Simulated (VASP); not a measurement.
La:

```
La
1.0
     3.75000    0.00000    0.00000
    -1.87500    3.24760    0.00000
     0.00000    0.00000    6.07000
La
2
Direct
  0.33333 0.66667 0.25000
  0.66667 0.33333 0.75000
```

```yaml
Program: VASP 6.6.1
Task: relaxation of cell and atoms
Functional: PBEsol
Potentials_or_basis: VASP PAW PBE potentials, release 64 (La)
Cutoff: 500 eV
k_mesh: 12 × 12 × 6
Occupations: fermi-dirac, width 0.05 eV
Spin: no spin polarisation
```

At the start: pressure -1.7 GPa; volume 36.96 Å³/atom.

Task: How do energy, volume and symmetry change on relaxing?

Result: Over 9 steps the energy falls by 12.7 meV/atom and the volume is 34.56 Å³/atom (-6.5 %); space group P6_3/mmc (No. 194, to 0.1 Å) before and after.

The path:
| step | energy change (eV) | largest force (eV/Å) | pressure (GPa) | volume (Å³) |
| --- | --- | --- | --- | --- |
| 1 | 0.0000 | 0.0000 | -1.66 | 73.92 |
| 2 | -0.0247 | 0.0000 | -0.27 | 69.91 |
| 3 | -0.0254 | 0.0000 | -0.03 | 69.24 |
| 4 | -0.0254 | 0.0000 | 0.01 | 69.14 |
| 5 | -0.0254 | 0.0000 | 0.01 | 69.14 |
| 6 | -0.0254 | 0.0000 | 0.01 | 69.13 |
| 7 | -0.0254 | 0.0000 | 0.01 | 69.12 |
| 8 | -0.0254 | 0.0000 | 0.00 | 69.13 |
| 9 | -0.0254 | 0.0000 | 0.01 | 69.12 |

Final structure:
```
La
1.0
     3.66668    0.00000    0.00000
    -1.83334    3.17544    0.00000
     0.00000    0.00000    5.93686
La
2
Direct
  0.33333 0.66667 0.25000
  0.66667 0.33333 0.75000
```

Caveat: the PAW data sets were made with another functional, which shifts forces and pressure a little.
